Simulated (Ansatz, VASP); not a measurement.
## WC: VASP beside Ansatz

```
CELL_PARAMETERS angstrom
2.90050 0.00000 0.00000
-1.45025 2.51191 0.00000
0.00000 0.00000 2.82900
ATOMIC_POSITIONS crystal
W 0.00000 0.00000 0.00000
C 0.66667 0.33333 0.50000
```

Alike in both runs: task single point; functional PBE; k mesh 13 × 13 × 12; occupations fermi-dirac, width 0.05 eV; no spin polarisation.

```csv
,VASP,Ansatz
version,VASP 6.6.1,Ansatz 0.2.0
potentials or method,"VASP PAW PBE potentials, release 64 (W_sv, C), cutoff 520 eV","all-electron LAPW, scalar-relativistic"
```

|  | VASP | Ansatz | Ansatz less VASP |
| --- | --- | --- | --- |
| pressure (GPa) | 9.6 | 8.5 | -1.11 |
| traceless stress, the component that is largest in VASP (GPa) | 0.30 | 0.09 | -0.216 |

Ansatz ran all-electron here, and VASP with PAW potentials.

Neither program's run includes spin-orbit coupling.
